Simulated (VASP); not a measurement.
# AlRu (Amm2) in VASP: a series of runs

Runs on AlRu. Level: PBEsol. Tasks: single point.

Everything below comes from runs of VASP 6.6.1. Logs are shortened: lines on timing, memory, paths and dates and some standing lists are left out, and cuts for length are marked.

**1. The cell of the first run**

The structure is orthorhombic, space group Amm2 (No. 38). Conventional cell: a = 2.992 Å, b = 4.231 Å, c = 4.231 Å, α = 90.00°, β = 90.00°, γ = 90.00°. Al (site symmetry mm2) has 6 Ru at 2.13 to 2.66 Å within 2.8 Å. Ru (site symmetry mm2) has 6 Al at 2.13 to 2.66 Å within 2.8 Å.

**2. Single point, PBEsol (atom 1 (Al) moved by (-0.600, +0.000) A along [1 1 0] and z)**

INCAR reads:

```
SYSTEM = AlRu
  PREC = Accurate
  ENCUT = 520
  EDIFF = 1E-6
  ISMEAR = 0
  SIGMA = 0.15
  LREAL = .False.
  LASPH = .True.
  NELM = 60
  ALGO = Fast
  ISIF = 2
  LWAVE = .False.
  LCHARG = .False.
  GGA = PS
  NBANDS = 16
```

KPOINTS reads:

```
Automatic mesh
0
Gamma
  16 16 16
  0 0 0
```

POSCAR reads:

```
AlRu
1.0
    2.9916000000      0.0000000000      0.0000000000
    0.0000000000      2.9916000000      0.0000000000
    0.0000000000      0.0000000000      2.9916000000
Al Ru
1 1
Direct
   -0.1418184479     -0.1418184479      0.0000000000
    0.5000000000      0.5000000000      0.5000000000
```

Potentials or basis: VASP PAW PBE potentials, release 64 (Al, Ru_pv).

Started as:

```console
$ cat potpaw_PBE.64/Al/POTCAR potpaw_PBE.64/Ru_pv/POTCAR > POTCAR
$ mpirun -np 1 vasp_std > vasp.out
```

OUTCAR:

```text
SYSTEM = AlRu
   PREC = Accurate
   ENCUT = 520
   EDIFF = 1E-6
   ISMEAR = 0
   LREAL = .False.
   LASPH = .True.
   NELM = 60
   ISIF = 2
   GGA = PS

 ion  position               nearest neighbor table
   1  0.858  0.858  0.000-   2 2.13   2 2.13   2 2.66   2 2.66   2 2.66   2 2.66   2 3.10   2 3.10

   2  0.500  0.500  0.500-   1 2.13   1 2.13   1 2.66   1 2.66   1 2.66   1 2.66   1 3.10   1 3.10

  LATTYP: Found a simple cubic cell.
 ALAT       =     2.9916000000

  Lattice vectors:

 A1 = (   2.9916000000,   0.0000000000,   0.0000000000)
 A2 = (   0.0000000000,   2.9916000000,   0.0000000000)
 A3 = (   0.0000000000,   0.0000000000,   2.9916000000)

Analysis of symmetry for initial positions (statically):
=====================================================================
 Subroutine PRICEL returns:
 Original cell was already a primitive cell.

 Routine SETGRP: Setting up the symmetry group for a
 simple cubic supercell.

 Subroutine GETGRP returns: Found  4 space group operations
 (whereof  4 operations were pure point group operations)
 out of a pool of 48 trial point group operations.

The static configuration has the point symmetry C_2v.

Analysis of symmetry for dynamics (positions and initial velocities):
=====================================================================
 Subroutine PRICEL returns:
 Original cell was already a primitive cell.

 Routine SETGRP: Setting up the symmetry group for a
 simple cubic supercell.

 Subroutine GETGRP returns: Found  4 space group operations
 (whereof  4 operations were pure point group operations)
 out of a pool of 48 trial point group operations.

The dynamic configuration has the point symmetry C_2v.

 Subroutine INISYM returns: Found  4 space group operations
 (whereof  4 operations are pure point group operations),
 and found     1 'primitive' translations

----------------------------------------------------------------------------------------

                                     Primitive cell

  volume of cell :      26.7738

  direct lattice vectors                    reciprocal lattice vectors
     2.991600000  0.000000000  0.000000000     0.334269287  0.000000000  0.000000000
     0.000000000  2.991600000  0.000000000     0.000000000  0.334269287  0.000000000
     0.000000000  0.000000000  2.991600000     0.000000000  0.000000000  0.334269287

  length of vectors
     2.991600000  2.991600000  2.991600000     0.334269287  0.334269287  0.334269287

  position of ions in fractional coordinates (direct lattice)
     0.858181552  0.858181552  0.000000000
     0.500000000  0.500000000  0.500000000

  ion indices of the primitive-cell ions
   primitive index   ion index
                 1           1
                 2           2

----------------------------------------------------------------------------------------

 KPOINTS: Automatic mesh

Automatic generation of k-mesh.
 Grid dimensions read from file:
 generate k-points for:   16   16   16

 Generating k-lattice:

  Cartesian coordinates                     Fractional coordinates (reciprocal lattice)
     0.020891830  0.000000000  0.000000000     0.062500000  0.000000000  0.000000000
     0.000000000  0.020891830  0.000000000     0.000000000  0.062500000  0.000000000
     0.000000000  0.000000000  0.020891830     0.000000000  0.000000000  0.062500000

  Length of vectors
     0.020891830  0.020891830  0.020891830

  Shift w.r.t. Gamma in fractional coordinates (k-lattice)
     0.000000000  0.000000000  0.000000000

 Subroutine IBZKPT returns following result:
 ===========================================

 Found    657 irreducible k-points:

 Following reciprocal coordinates:
            Coordinates               Weight
  0.000000  0.000000  0.000000      1.000000
  0.062500  0.000000  0.000000      4.000000
  0.000000  0.000000  0.062500      2.000000
  0.125000  0.000000  0.000000      4.000000
  0.000000  0.000000  0.125000      2.000000
  0.187500  0.000000  0.000000      4.000000
[... 16 lines left out ...]
  0.062500  0.000000  0.125000      8.000000
 -0.062500  0.125000  0.000000      4.000000
 [... further k-points ...]
   k-points           NKPTS =    657   k-points in BZ     NKDIM =    657   number of bands    NBANDS=     16
   number of dos      NEDOS =    301   number of ions     NIONS =      2
   total plane-waves  NPLWV =  13824
   dimension x,y,z NGX =    24 NGY =   24 NGZ =   24
   dimension x,y,z NGXF=    48 NGYF=   48 NGZF=   48
   ions per type =               1   1
   NGX,Y,Z   is equivalent  to a cutoff of  13.34, 13.34, 13.34 a.u.
   NGXF,Y,Z  is equivalent  to a cutoff of  26.67, 26.67, 26.67 a.u.
 SYSTEM =  AlRu
   PREC   = accura    normal or accurate (medium, high low for compatibility)
   ISTART =      0    job   : 0-new  1-cont  2-samecut
   ICHARG =      2    charge: 1-file 2-atom 10-const
   ISPIN  =      1    spin polarized calculation?
   LNONCOLLINEAR =      F non collinear calculations
   LSORBIT =      F    spin-orbit coupling
   LASPH  =      T    aspherical Exc in radial PAW
   ENCUT  =  520.0 eV  38.22 Ry    6.18 a.u.   5.56  5.56  5.56*2*pi/ulx,y,z
   NELM   =     60;   NELMIN=  2; NELMDL= -5     # of ELM steps
   EDIFF  = 0.1E-05   stopping-criterion for ELM
   LREAL  =      F    real-space projection
   EDIFFG = 0.1E-04   stopping-criterion for IOM
   NSW    =      0    number of steps for IOM
   IBRION =     -1    ionic relax: 0-MD 1-quasi-New 2-CG
   NFREE  =      0    steps in history (QN), initial steepest desc. (CG)
   ISIF   =      2    stress and relaxation
   ISYM   =      2    0-nonsym 1-usesym 2-fastsym
   POTIM  = 0.5000    time-step for ionic-motion
   TEBEG  =    0.0;   TEEND  =   0.0 temperature during run
   PSTRESS=    0.0 pullay stress
   NELECT =      17.0000    total number of electrons
   NUPDOWN=      -1.0000    fix difference up-down
   EMIN   =  10.00;   EMAX   =-10.00  energy-range for DOS
   EFERMI =   0.00;   METHOD = LEGACY
   ISMEAR =     0;   SIGMA  =   0.15  broadening in eV -4-tet -1-fermi 0-gaus
   EFERMI_NEDOS =   21; number of points for ismear=-14 and -15
   IALGO  =     68    algorithm
   IMIX   =      4    mixing-type and parameters
     AMIX     =   0.40;   BMIX     =  1.00
     AMIX_MAG =   1.60;   BMIX_MAG =  1.00
  volume/ion in A,a.u.               =      13.39        90.34
  Fermi-wavevector in a.u.,A,eV,Ry     =   1.407087  2.659009 26.938090  1.979894
  Thomas-Fermi vector in A             =   2.529382
   LORBIT       =      0    0 simple, 1 ext, 2 COOP (PROOUT), +10 PAW based schemes
   GGA     = PS    functional components
   LHFCALC =     F    Hartree Fock is set to
   AEXX    =    0.0000 exact exchange contribution
   IVDW    =     0    specifies the selected vdW correction
   LEPSILON=     F    determine dielectric tensor
   LRPA    =     F    only Hartree local field effects (RPA)
 non-spin polarized calculation
 RMM-DIIS sequential band-by-band and
 Gauss-broadening in eV      SIGMA  =   0.15
  energy-cutoff  :      520.00
  volume of cell :       26.77
 maximum number of plane-waves:       739
 NGX is ok and might be reduce to    24
   NGX = 11   NGY = 11   NGZ = 11

 number of electron      16.9999995 magnetization

 Free energy of the ion-electron system (eV)
  ---------------------------------------------------
  ext. energy  EPLUGINS =         0.00000000
  ---------------------------------------------------
  free energy    TOTEN  =       -13.79309175 eV

  energy without entropy =      -13.77354327  energy(sigma->0) =      -13.78331751

 E-fermi :  10.4148     XC(G=0): -12.5821

 val. band max:       10.4129415210   @ k =  -0.4375   0.4375   0.3750
 cond. band min:      10.4162114118   @ k =   0.1250   0.5000   0.2500
 fundamental gap:      0.0032698908
 Fermi energy:        10.4147750551

 k-point     1 :       0.0000    0.0000    0.0000
  band No.  band energies     occupation
      1     -31.2232      2.00000
      2     -31.2210      2.00000
      3     -31.0934      2.00000
      4       1.0291      2.00000
      5       6.4786      2.00000
      6       6.7054      2.00000
[... 8 lines left out ...]
     15      22.8308      0.00000
     16      24.1635      0.00000

 k-point     2 :       0.0625    0.0000    0.0000
  band No.  band energies     occupation
      1     -31.2250      2.00000
      2     -31.2226      2.00000
      3     -31.0970      2.00000
      4       1.1030      2.00000
      5       6.5018      2.00000
      6       6.7368      2.00000
[... 8 lines left out ...]
     15      22.8316      0.00000
     16      24.3235      0.00000

 k-point     3 :       0.0000    0.0000    0.0625
  band No.  band energies     occupation
      1     -31.2320      2.00000
      2     -31.2202      2.00000
      3     -31.0926      2.00000
      4       1.1072      2.00000
      5       6.5177      2.00000
      6       6.7289      2.00000
[... 8 lines left out ...]
     15      22.8330      0.00000
     16      24.5234      0.00000

 k-point     4 :       0.1250    0.0000    0.0000
  band No.  band energies     occupation
      1     -31.2379      2.00000
      2     -31.2206      2.00000
      3     -31.1056      2.00000
      4       1.3219      2.00000
      5       6.5658      2.00000
      6       6.8198      2.00000
[... 8 lines left out ...]
     15      22.8604      0.00000
     16      24.9945      0.00000
[... 324 lines left out ...]
 k-point    22 :       0.0000    0.1250    0.0625
  band No.  band energies     occupation
      1     -31.2373      2.00000
      2     -31.2290      2.00000
      3     -31.1048      2.00000
      4       1.3984      2.00000
      5       6.6090      2.00000
      6       6.8428      2.00000
[... 8 lines left out ...]
     15      22.9668      0.00000
     16      25.1026      0.00000

 k-point    23 :       0.0625    0.0000    0.1250
  band No.  band energies     occupation
      1     -31.2558      2.00000
      2     -31.2222      2.00000
      3     -31.0941      2.00000
      4       1.4106      2.00000
      5       6.6483      2.00000
      6       6.8281      2.00000
[... 8 lines left out ...]
     15      22.8368      0.00000
     16      25.5091      0.00000

 k-point    24 :      -0.0625    0.1250    0.0000
  band No.  band energies     occupation
      1     -31.2400      2.00000
      2     -31.2199      2.00000
      3     -31.1109      2.00000
      4       1.3929      2.00000
      5       6.5762      2.00000
      6       6.8625      2.00000
[... 8 lines left out ...]
     15      22.8475      0.00000
     16      25.0848      0.00000

 [... further k-points ...]
[... 5 lines left out ...]
  --------------------------------------------------------------------------------------
  -------------------------------------------------------------------------------------
  Total        2.9714894      2.9714894      7.2575591      4.2921162      0.0000000      0.0000000
  in kB      177.8173755    177.8173755    434.3007590    256.8452150      0.0000000      0.0000000
  external PRESSURE =     263.3118366 kB  Pullay stress =       0.0000000 kB

 VOLUME and BASIS-vectors are now :
 -----------------------------------------------------------------------------
  energy-cutoff  :      520.00
  volume of cell :       26.77
      direct lattice vectors                 reciprocal lattice vectors
     2.991600000  0.000000000  0.000000000     0.334269287  0.000000000  0.000000000
     0.000000000  2.991600000  0.000000000     0.000000000  0.334269287  0.000000000
     0.000000000  0.000000000  2.991600000     0.000000000  0.000000000  0.334269287

 POSITION                                       TOTAL-FORCE (eV/Angst)
 -----------------------------------------------------------------------------------
      2.56734      2.56734      0.00000         4.885863      4.885863      0.000000
      1.49580      1.49580      1.49580        -4.885863     -4.885863      0.000000
 -----------------------------------------------------------------------------------
    total drift:                                0.000463      0.000463     -0.000000

  FREE ENERGIE OF THE ION-ELECTRON SYSTEM (eV)
  ---------------------------------------------------
  free  energy   TOTEN  =       -13.7930917496 eV

  energy  without entropy=      -13.7735432705  energy(sigma->0) =      -13.78331751
```

It took 2.1 min on 1 thread of AMD EPYC 9R45 (Zen 5), shared host; peak memory 0.33 GiB.

Results:

| Item | Value |
| --- | --- |
| Free energy | -13.7931 eV |
| Pressure | 26.3 GPa |
| Largest force | 6.910 eV/Å |
| Band gap on the k mesh | zero (an odd number of electrons rules out a gap without spin polarisation) |

Forces in eV/Å, atoms in the order of the input:
```
Al   4.886  4.886  0.000
Ru  -4.886 -4.886  0.000
```

Stress tensor (GPa, compression positive):
```
17.78 25.68  0.00
25.68 17.78  0.00
 0.00  0.00 43.43
```

Levels at points of the mesh, in eV from the Fermi level:
| k point | band 6 | band 7 | band 8 | band 9 | band 10 | band 11 | band 12 | band 13 |
| --- | --- | --- | --- | --- | --- | --- | --- | --- |
| (0.00, 0.00, 0.00) | -3.71 | -0.41 | 0.23 | 0.34 | 6.29 | 6.66 | 7.39 | 11.50 |
| (0.50, 0.00, 0.00) | -3.20 | -1.82 | -1.36 | 0.19 | 2.43 | 8.18 | 10.95 | 11.23 |
| (0.00, 0.00, 0.50) | -3.01 | -1.75 | -1.64 | 0.41 | 2.10 | 7.64 | 10.46 | 12.39 |
| (0.50, 0.50, 0.00) | -1.69 | -1.21 | -1.13 | -0.35 | 1.52 | 5.22 | 6.25 | 11.52 |
| (0.00, 0.50, 0.50) | -1.81 | -1.46 | -0.53 | -0.09 | 1.43 | 5.29 | 5.68 | 12.26 |
| (0.50, 0.50, 0.50) | -4.26 | 1.50 | 1.61 | 2.19 | 4.17 | 4.29 | 4.39 | 8.83 |

Caveat: the cell differs from its parent crystal (atom 1 (Al) moved by (-0.600, +0.000) A along [1 1 0] and z); the stress differs along the axes, from 18 to 43 GPa; the PAW data sets were made with another functional, which shifts forces and pressure a little.

**3. Single point, PBEsol (atom 1 (Al) moved by (-0.300, +0.000) A along [1 1 0] and z)**

INCAR reads:

```
SYSTEM = AlRu
PREC = Accurate
ENCUT = 520
EDIFF = 1E-6
ISMEAR = 0
SIGMA = 0.15
LREAL = .False.
LASPH = .True.
NELM = 60
ALGO = Fast
ISIF = 2
LWAVE = .False.
LCHARG = .False.
GGA = PS
NBANDS = 16
```

KPOINTS reads:

```
regular mesh
0
Gamma
  16 16 16
  0 0 0
```

Changes to POSCAR since step 2:

```diff
@@ -8,3 +8,3 @@
 Direct
-   -0.1418184479     -0.1418184479      0.0000000000
+   -0.0709092239     -0.0709092239      0.0000000000
     0.5000000000      0.5000000000      0.5000000000
```

Potentials or basis: VASP PAW PBE potentials, release 64 (Al, Ru_pv).

Started as:

```console
$ cat potpaw_PBE.64/Al/POTCAR potpaw_PBE.64/Ru_pv/POTCAR > POTCAR
$ mpirun -np 1 vasp_std > vasp.out
```

It took 2 min on 1 thread of AMD EPYC 9R45 (Zen 5), shared host; peak memory 0.33 GiB.

The run converged. Its results:

```yaml
Free_energy: -15.1561 eV
Pressure: 3.9 GPa
Largest_force: 2.592 eV/Å
Band_gap_on_the_k_mesh: zero (an odd number of electrons rules out a gap without spin polarisation)
```

Forces in eV/Å, atoms in the order of the input:
```
Al   1.833  1.833  0.000
Ru  -1.833 -1.833  0.000
```

Stress tensor (GPa, compression positive):
```
2.51 6.89 0.00
6.89 2.51 0.00
0.00 0.00 6.68
```

Levels at points of the mesh, in eV from the Fermi level:
| k point | band 6 | band 7 | band 8 | band 9 | band 10 | band 11 | band 12 | band 13 |
| --- | --- | --- | --- | --- | --- | --- | --- | --- |
| (0.00, 0.00, 0.00) | -3.64 | 0.02 | 0.19 | 0.24 | 6.12 | 6.22 | 6.41 | 11.13 |
| (0.50, 0.00, 0.00) | -2.91 | -1.65 | -1.54 | 0.36 | 2.31 | 7.63 | 11.03 | 11.11 |
| (0.00, 0.00, 0.50) | -2.87 | -1.66 | -1.60 | 0.41 | 2.24 | 7.49 | 11.36 | 11.41 |
| (0.50, 0.50, 0.00) | -1.34 | -1.32 | -1.15 | -1.05 | 1.52 | 5.32 | 6.16 | 10.85 |
| (0.00, 0.50, 0.50) | -1.64 | -1.52 | -0.85 | -0.74 | 1.51 | 5.27 | 6.05 | 11.19 |
| (0.50, 0.50, 0.50) | -4.55 | 1.60 | 1.62 | 2.48 | 4.03 | 4.13 | 4.17 | 8.63 |

Caveat: the cell differs from its parent crystal (atom 1 (Al) moved by (-0.300, +0.000) A along [1 1 0] and z); the cell stands under pressure; the PAW data sets were made with another functional, which shifts forces and pressure a little.
